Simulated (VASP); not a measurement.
# Pd (Im-3m) in VASP: a series of runs

Pd is run at these levels: LDA; tasks: single point.

All numbers are computed with VASP 6.6.1; they aren't measurements. Logs are shortened: lines on timing, memory, paths and dates and some standing lists are left out, and cuts for length are marked.

**1. The cell of the first run**

The structure is cubic, space group Im-3m (No. 229). Conventional cell: a = 3.013 Å, b = 3.013 Å, c = 3.013 Å, α = 90.00°, β = 90.00°, γ = 90.00°. Pd (site symmetry m-3m) has 14 Pd at 2.61 to 3.01 Å within 3.4 Å.

This isn't the form of Pd at room conditions, which is fcc.

**2. Single point, LDA, collinear spin (13.67 Å³/atom)**

The input, INCAR:

```
PREC = Accurate
ENCUT = 520
EDIFF = 1E-6
ISMEAR = -1
SIGMA = 0.05
LREAL = F
LASPH = T
NELM = 150
ALGO = Normal
ISIF = 2
LWAVE = F
LCHARG = F
ISPIN = 2
MAGMOM = 0.5 -0.5
LORBIT = 11
LMAXMIX = 4
GGA = CA
NBANDS = 21
```

The input, KPOINTS:

```
Automatic mesh
0
Gamma
  12 12 12
```

The input, POSCAR:

```
Pd
1.0
    3.0125549158      0.0000000000      0.0000000000
    0.0000000000      3.0125549158      0.0000000000
    0.0000000000      0.0000000000      3.0125549158
Pd
2
Direct
    0.0000000000      0.0000000000      0.0000000000
    0.5000000000      0.5000000000      0.5000000000
```

Potentials or basis: VASP PAW LDA potentials, release 64 (Pd).

On the command line:

```bash
$ cat potpaw_LDA.64/Pd/POTCAR > POTCAR
$ mpirun -np 1 vasp_std > vasp.out
```

OUTCAR:

```text
PREC = Accurate
   ENCUT = 520
   EDIFF = 1E-6
   ISMEAR = -1
   LREAL = F
   LASPH = T
   NELM = 150
   ISIF = 2
   ISPIN = 2
   LORBIT = 11
   GGA = CA

 ion  position               nearest neighbor table
   1  0.000  0.000  0.000-   2 2.61   2 2.61   2 2.61   2 2.61   2 2.61   2 2.61   2 2.61   2 2.61

   2  0.500  0.500  0.500-   1 2.61   1 2.61   1 2.61   1 2.61   1 2.61   1 2.61   1 2.61   1 2.61

  LATTYP: Found a simple cubic cell.
 ALAT       =     3.0125549158

  Lattice vectors:

 A1 = (   3.0125549158,   0.0000000000,   0.0000000000)
 A2 = (   0.0000000000,   3.0125549158,   0.0000000000)
 A3 = (   0.0000000000,   0.0000000000,   3.0125549158)

Analysis of symmetry for initial positions (statically):
=====================================================================
 Subroutine PRICEL returns following result:

  LATTYP: Found a body centered cubic cell.
 ALAT       =     3.0125549158
[... 12 lines left out ...]
 Subroutine GETGRP returns: Found 48 space group operations
 (whereof 48 operations were pure point group operations)
 out of a pool of 48 trial point group operations.

The static configuration has the point symmetry O_h .

Analysis of symmetry for dynamics (positions and initial velocities):
=====================================================================
 Subroutine PRICEL returns following result:

  LATTYP: Found a body centered cubic cell.
 ALAT       =     3.0125549158
[... 12 lines left out ...]
 Subroutine GETGRP returns: Found 48 space group operations
 (whereof 48 operations were pure point group operations)
 out of a pool of 48 trial point group operations.

The dynamic configuration has the point symmetry O_h .

Analysis of structural, dynamic, and magnetic symmetry:
=====================================================================
 Subroutine PRICEL returns following result:

  LATTYP: Found a body centered cubic cell.
 ALAT       =     3.0125549158
[... 12 lines left out ...]
 Subroutine GETGRP returns: Found 48 space group operations
 (whereof 48 operations were pure point group operations)
 out of a pool of 48 trial point group operations.

The overall configuration has the point symmetry O_h .

 Subroutine INISYM returns: Found 48 space group operations
 (whereof 48 operations are pure point group operations),
 and found     2 'primitive' translations

----------------------------------------------------------------------------------------
[... 111 lines left out ...]
     AMIX_MAG =   1.60;   BMIX_MAG =  1.00
  volume/ion in A,a.u.               =      13.67        92.25
  Fermi-wavevector in a.u.,A,eV,Ry     =   1.475083  2.787503 29.604516  2.175871
  Thomas-Fermi vector in A             =   2.589776
   LORBIT       =     11    0 simple, 1 ext, 2 COOP (PROOUT), +10 PAW based schemes
   GGA     = CA    functional components
   LHFCALC =     F    Hartree Fock is set to
   AEXX    =    0.0000 exact exchange contribution
   IVDW    =     0    specifies the selected vdW correction
   LEPSILON=     F    determine dielectric tensor
   LRPA    =     F    only Hartree local field effects (RPA)
 spin polarized calculation
  energy-cutoff  :      520.00
  volume of cell :       27.34
 maximum number of plane-waves:       756
 NGX is ok and might be reduce to    24
   NGX = 11   NGY = 11   NGZ = 11

 number of electron      19.9999992 magnetization       0.0000000

 number of electron      19.9999992 magnetization      -0.0000000

 Free energy of the ion-electron system (eV)
  ---------------------------------------------------
  ext. energy  EPLUGINS =         0.00000000
  ---------------------------------------------------
  free energy    TOTEN  =       -12.83991565 eV

  energy without entropy =      -12.81985702  energy(sigma->0) =      -12.82988634

 E-fermi :  10.9200     XC(G=0): -13.9831

 val. band max:       10.9130656695   @ k =   0.4167   0.0833   0.0833
 cond. band min:      10.9209260611   @ k =   0.1667   0.0000   0.0000
 fundamental gap:      0.0078603915
 Fermi energy:        10.9200185022

 spin component 1

 k-point     1 :       0.0000    0.0000    0.0000
  band No.  band energies     occupation
      1       3.1140      1.00000
      2       4.9775      1.00000
      3       4.9775      1.00000
      4       7.5724      1.00000
      5       7.5724      1.00000
      6       7.5724      1.00000
[... 565 lines left out ...]
     20      35.8885      0.00000
     21      36.3876      0.00000

 [... further k-points ...]

 spin component 2

 k-point     1 :       0.0000    0.0000    0.0000
  band No.  band energies     occupation
      1       3.1140      1.00000
      2       4.9775      1.00000
      3       4.9775      1.00000
      4       7.5724      1.00000
      5       7.5724      1.00000
      6       7.5724      1.00000
[... 565 lines left out ...]
     20      35.8885      0.00000
     21      36.3863      0.00000

 [... further k-points ...]

------------------------ aborting loop because EDIFF is reached ----------------------------------------

  FORCE on cell =-STRESS in cart. coord.  units (eV):
  Direction    XX          YY          ZZ          XY          YZ          ZX
  --------------------------------------------------------------------------------------
  -------------------------------------------------------------------------------------
  Total        1.8192663      1.8192663      1.8192663      0.0000000      0.0000000      0.0000000
  in kB      106.6109817    106.6109817    106.6109817      0.0000000      0.0000000      0.0000000
  external PRESSURE =     106.6109817 kB  Pullay stress =       0.0000000 kB

 VOLUME and BASIS-vectors are now :
 -----------------------------------------------------------------------------
  energy-cutoff  :      520.00
  volume of cell :       27.34
      direct lattice vectors                 reciprocal lattice vectors
     3.012554916  0.000000000  0.000000000     0.331944156  0.000000000  0.000000000
     0.000000000  3.012554916  0.000000000     0.000000000  0.331944156  0.000000000
     0.000000000  0.000000000  3.012554916     0.000000000  0.000000000  0.331944156

 POSITION                                       TOTAL-FORCE (eV/Angst)
 -----------------------------------------------------------------------------------
      0.00000      0.00000      0.00000        -0.000000     -0.000000     -0.000000
      1.50628      1.50628      1.50628         0.000000      0.000000      0.000000
 -----------------------------------------------------------------------------------
    total drift:                                0.000000      0.000000     -0.000000

  FREE ENERGIE OF THE ION-ELECTRON SYSTEM (eV)
  ---------------------------------------------------
  free  energy   TOTEN  =       -12.8399156545 eV

  energy  without entropy=      -12.8198570200  energy(sigma->0) =      -12.82988634

 total charge

# of ion       s       p       d       tot
------------------------------------------
    1        0.531   0.557   8.537   9.625
    2        0.531   0.557   8.537   9.625
--------------------------------------------------
tot          1.061   1.114  17.074  19.249

 magnetization (x)

# of ion       s       p       d       tot
------------------------------------------
    1        0.000  -0.000   0.000   0.000
    2       -0.000   0.000  -0.000  -0.000
--------------------------------------------------
tot          0.000   0.000   0.000   0.000
```

OSZICAR:

```text
N       E                     dE             d eps       ncg     rms          rms(c)
DAV:   1     0.117636331026E+03    0.11764E+03   -0.96904E+03  7064   0.928E+02
DAV:   2    -0.106179974027E+02   -0.12825E+03   -0.12028E+03  7946   0.235E+02
DAV:   3    -0.134569382812E+02   -0.28389E+01   -0.28190E+01  8357   0.372E+01
DAV:   4    -0.134751216021E+02   -0.18183E-01   -0.18180E-01  8864   0.298E+00
DAV:   5    -0.134753676626E+02   -0.24606E-03   -0.24606E-03  8783   0.358E-01    0.143E+01
DAV:   6    -0.128948240880E+02    0.58054E+00   -0.93238E-01  8601   0.931E+00    0.685E+00
DAV:   7    -0.128519030111E+02    0.42921E-01   -0.32713E-02  9472   0.136E+00    0.321E+00
DAV:   8    -0.128425368300E+02    0.93662E-02   -0.47732E-03  8638   0.566E-01    0.846E-01
DAV:   9    -0.128399394210E+02    0.25974E-02   -0.28898E-04  8693   0.192E-01    0.803E-02
DAV:  10    -0.128399229646E+02    0.16456E-04   -0.37304E-05  9701   0.615E-02    0.380E-02
DAV:  11    -0.128399175802E+02    0.53844E-05   -0.34211E-06  8473   0.201E-02    0.223E-02
DAV:  12    -0.128399156746E+02    0.19056E-05   -0.52051E-07  5974   0.706E-03    0.237E-03
DAV:  13    -0.128399156545E+02    0.20092E-07   -0.10324E-07  5763   0.250E-03
   1 F= -.12839916E+02 E0= -.12829886E+02  d E =-.200586E-01  mag=     0.0000
```

Run time: 25 s. Hardware: 1 thread of Intel Xeon 6975P-C (Granite Rapids), shared host; peak memory 0.18 GiB.

Results:

```yaml
Free_energy: -12.8399 eV
Pressure: 10.7 GPa
Band_gap_on_the_k_mesh: zero (filled and empty bands overlap)
Net_moment: 0.00 μB per cell
Valence_electrons_inside_the_program's_atomic_spheres: Pd 9.62
```

Caveat: the cell stands under pressure.

**3. Single point, LDA, collinear spin (14.24 Å³/atom)**

This run uses another cell than the first one, of 14.24 Å³/atom.

The input, INCAR:

```
SYSTEM = Pd
PREC = Accurate ; ENCUT = 520
EDIFF = 1E-7 ; ISMEAR = -1
SIGMA = 0.05 ; LREAL = .FALSE.
LASPH = .TRUE. ; NELM = 150
ALGO = Normal ; ISIF = 2
LWAVE = .FALSE. ; LCHARG = .FALSE.
ISPIN = 2 ; MAGMOM = 0.5 -0.5
LORBIT = 11 ; LMAXMIX = 4
GGA = CA ; NBANDS = 21
```

The input, KPOINTS:

```
regular mesh
0
G
  12 12 12
  0 0 0
```

The input, POSCAR:

```
Pd
1.0
    3.0538279201      0.0000000000      0.0000000000
    0.0000000000      3.0538279201      0.0000000000
    0.0000000000      0.0000000000      3.0538279201
Pd
2
Direct
    0.0000000000      0.0000000000      0.0000000000
    0.5000000000      0.5000000000      0.5000000000
```

Potentials or basis: VASP PAW LDA potentials, release 64 (Pd).

On the command line:

```bash
$ cat potpaw_LDA.64/Pd/POTCAR > POTCAR
$ mpirun -np 1 vasp_std > vasp.out
```

OUTCAR:

```text
SYSTEM = Pd
   PREC = Accurate
   ENCUT = 520
   EDIFF = 1E-7
   ISMEAR = -1
   LREAL = .FALSE.
   LASPH = .TRUE.
   NELM = 150
   ISIF = 2
   ISPIN = 2
   LORBIT = 11
   GGA = CA

 ion  position               nearest neighbor table
   1  0.000  0.000  0.000-   2 2.64   2 2.64   2 2.64   2 2.64   2 2.64   2 2.64   2 2.64   2 2.64

   2  0.500  0.500  0.500-   1 2.64   1 2.64   1 2.64   1 2.64   1 2.64   1 2.64   1 2.64   1 2.64

  LATTYP: Found a simple cubic cell.
 ALAT       =     3.0538279201

  Lattice vectors:

 A1 = (   3.0538279201,   0.0000000000,   0.0000000000)
 A2 = (   0.0000000000,   3.0538279201,   0.0000000000)
 A3 = (   0.0000000000,   0.0000000000,   3.0538279201)

Analysis of symmetry for initial positions (statically):
=====================================================================
 Subroutine PRICEL returns following result:

  LATTYP: Found a body centered cubic cell.
 ALAT       =     3.0538279201
[... 12 lines left out ...]
 Subroutine GETGRP returns: Found 48 space group operations
 (whereof 48 operations were pure point group operations)
[... 794 lines left out ...]
      6       7.0352      1.00000
[... 565 lines left out ...]
     20      34.6155      0.00000
     21      35.5851      0.00000

 [... further k-points ...]

------------------------ aborting loop because EDIFF is reached ----------------------------------------

  FORCE on cell =-STRESS in cart. coord.  units (eV):
  Direction    XX          YY          ZZ          XY          YZ          ZX
  --------------------------------------------------------------------------------------
  -------------------------------------------------------------------------------------
  Total        0.0870884      0.0870884      0.0870884      0.0000000      0.0000000      0.0000000
  in kB        4.8993348      4.8993348      4.8993348      0.0000000      0.0000000      0.0000000
  external PRESSURE =       4.8993348 kB  Pullay stress =       0.0000000 kB

 VOLUME and BASIS-vectors are now :
 -----------------------------------------------------------------------------
  energy-cutoff  :      520.00
  volume of cell :       28.48
      direct lattice vectors                 reciprocal lattice vectors
     3.053827920  0.000000000  0.000000000     0.327457875  0.000000000  0.000000000
     0.000000000  3.053827920  0.000000000     0.000000000  0.327457875  0.000000000
     0.000000000  0.000000000  3.053827920     0.000000000  0.000000000  0.327457875

 POSITION                                       TOTAL-FORCE (eV/Angst)
 -----------------------------------------------------------------------------------
      0.00000      0.00000      0.00000         0.000000      0.000000      0.000000
      1.52691      1.52691      1.52691        -0.000000     -0.000000     -0.000000
 -----------------------------------------------------------------------------------
    total drift:                                0.000000      0.000000     -0.000000

  FREE ENERGIE OF THE ION-ELECTRON SYSTEM (eV)
  ---------------------------------------------------
  free  energy   TOTEN  =       -12.8787173229 eV

  energy  without entropy=      -12.8573824782  energy(sigma->0) =      -12.86804990

 total charge

# of ion       s       p       d       tot
------------------------------------------
    1        0.508   0.511   8.505   9.525
    2        0.508   0.511   8.505   9.525
--------------------------------------------------
tot          1.017   1.023  17.011  19.050

 magnetization (x)

# of ion       s       p       d       tot
------------------------------------------
    1        0.000  -0.000   0.000   0.000
    2       -0.000   0.000  -0.000  -0.000
--------------------------------------------------
tot          0.000   0.000   0.000   0.000
```

OSZICAR:

```text
N       E                     dE             d eps       ncg     rms          rms(c)
DAV:   1     0.116265782025E+03    0.11627E+03   -0.96895E+03  7056   0.922E+02
DAV:   2    -0.107109805039E+02   -0.12698E+03   -0.11905E+03  7961   0.233E+02
DAV:   3    -0.134845188227E+02   -0.27735E+01   -0.27502E+01  8353   0.365E+01
DAV:   4    -0.135030205758E+02   -0.18502E-01   -0.18498E-01  8661   0.300E+00
DAV:   5    -0.135032852201E+02   -0.26464E-03   -0.26464E-03  8927   0.368E-01    0.128E+01
DAV:   6    -0.129239804066E+02    0.57930E+00   -0.10066E+00  8483   0.955E+00    0.602E+00
DAV:   7    -0.128898161641E+02    0.34164E-01   -0.20504E-02  9408   0.111E+00    0.301E+00
DAV:   8    -0.128809835531E+02    0.88326E-02   -0.32350E-03  8590   0.453E-01    0.769E-01
DAV:   9    -0.128787262861E+02    0.22573E-02   -0.25024E-04  8631   0.181E-01    0.691E-02
DAV:  10    -0.128787282604E+02   -0.19743E-05   -0.27846E-05  9712   0.503E-02    0.392E-02
DAV:  11    -0.128787164412E+02    0.11819E-04   -0.22302E-06  8739   0.161E-02    0.175E-02
DAV:  12    -0.128787173087E+02   -0.86754E-06   -0.60001E-07  8711   0.563E-03    0.207E-03
DAV:  13    -0.128787173229E+02   -0.14220E-07   -0.47387E-08  6135   0.163E-03
   1 F= -.12878717E+02 E0= -.12868050E+02  d E =-.213348E-01  mag=     0.0000
```

It took 24 s on 1 thread of Intel Xeon 6975P-C (Granite Rapids), shared host; peak memory 0.18 GiB.

Results:

* Free energy: -12.8787 eV
* Pressure: 0.5 GPa
* Band gap on the k mesh: zero (filled and empty bands overlap)
* Net moment: 0.00 μB per cell
* Valence electrons inside the program's atomic spheres: Pd 9.53

Levels at points of the mesh, in eV from the Fermi level:
Spin up:
| k point | band 7 | band 8 | band 9 | band 10 | band 11 | band 12 | band 13 | band 14 |
| --- | --- | --- | --- | --- | --- | --- | --- | --- |
| (0.00, 0.00, 0.00) | -0.99 | -0.99 | 0.26 | 0.26 | 0.26 | 9.28 | 9.28 | 9.28 |
| (0.50, 0.00, 0.00) | -2.47 | -2.47 | -1.58 | -1.58 | 0.73 | 0.73 | 17.22 | 17.22 |
| (0.50, 0.50, 0.00) | -0.72 | -0.72 | 0.68 | 0.68 | 1.29 | 1.29 | 8.23 | 8.23 |
| (0.50, 0.50, 0.50) | -0.67 | -0.67 | -0.67 | -0.67 | 9.00 | 9.00 | 9.76 | 9.76 |
Spin down:
```csv
k point,band 7,band 8,band 9,band 10,band 11,band 12,band 13,band 14
"(0.00, 0.00, 0.00)",-0.99,-0.99,0.26,0.26,0.26,9.28,9.28,9.28
"(0.50, 0.00, 0.00)",-2.47,-2.47,-1.58,-1.58,0.73,0.73,17.22,17.22
"(0.50, 0.50, 0.00)",-0.72,-0.72,0.68,0.68,1.29,1.29,8.23,8.23
"(0.50, 0.50, 0.50)",-0.67,-0.67,-0.67,-0.67,9.00,9.00,9.76,9.76
```

**4. Single point, LDA, collinear spin (14.81 Å³/atom)**

This run uses another cell than the first one, of 14.81 Å³/atom.

The input, INCAR:

```
SYSTEM = Pd
ALGO = Normal ; EDIFF = 1E-6
ENCUT = 520 ; ISIF = 2
ISMEAR = -1 ; ISPIN = 2
LASPH = .True. ; LCHARG = .False.
LMAXMIX = 4 ; LORBIT = 11
LREAL = .False. ; LWAVE = .False.
MAGMOM = 0.5 -0.5 ; NBANDS = 21
NELM = 150 ; PREC = Accurate
SIGMA = 0.05
```

The input, KPOINTS:

```
k-points
0
Gamma
  12 12 12
  0 0 0
```

The input, POSCAR:

```
Pd
1.0
    3.0940144749      0.0000000000      0.0000000000
    0.0000000000      3.0940144749      0.0000000000
    0.0000000000      0.0000000000      3.0940144749
Pd
2
Direct
    0.0000000000      0.0000000000      0.0000000000
    0.5000000000      0.5000000000      0.5000000000
```

On the command line:

```bash
$ cat potpaw_LDA.64/Pd/POTCAR > POTCAR
$ mpirun -np 1 vasp_std > vasp.out
```

Wall time 21 s (1 thread of Intel Xeon 6975P-C (Granite Rapids), shared host); peak memory 0.18 GiB.

It converged, with:

| Property | Result |
| --- | --- |
| Free energy | -12.8536 eV |
| Pressure | -7.4 GPa |
| Band gap on the k mesh | zero (filled and empty bands overlap) |
| Net moment | 0.00 μB per cell |
| Valence electrons inside the program's atomic spheres | Pd 9.44 |

Levels at points of the mesh, in eV from the Fermi level:
Spin up:
| k point | band 7 | band 8 | band 9 | band 10 | band 11 | band 12 | band 13 | band 14 |
| --- | --- | --- | --- | --- | --- | --- | --- | --- |
| (0.00, 0.00, 0.00) | -0.93 | -0.93 | 0.24 | 0.24 | 0.24 | 9.12 | 9.12 | 9.12 |
| (0.50, 0.00, 0.00) | -2.32 | -2.32 | -1.48 | -1.48 | 0.70 | 0.70 | 16.89 | 16.89 |
| (0.50, 0.50, 0.00) | -0.69 | -0.69 | 0.63 | 0.63 | 1.35 | 1.35 | 7.88 | 7.88 |
| (0.50, 0.50, 0.50) | -0.64 | -0.64 | -0.64 | -0.64 | 8.70 | 8.70 | 9.50 | 9.50 |
Spin down:
| k point | band 8 | band 9 | band 10 | band 11 | band 12 | band 13 |
| --- | --- | --- | --- | --- | --- | --- |
| (0.00, 0.00, 0.00) | -0.93 | 0.24 | 0.24 | 0.24 | 9.12 | 9.12 |
| (0.50, 0.00, 0.00) | -2.32 | -1.48 | -1.48 | 0.70 | 0.70 | 16.89 |
| (0.50, 0.50, 0.00) | -0.69 | 0.63 | 0.63 | 1.35 | 1.35 | 7.88 |
| (0.50, 0.50, 0.50) | -0.64 | -0.64 | -0.64 | 8.70 | 8.70 | 9.50 |

Caveat: the cell stands under tension.

[end of part 1 of 2]
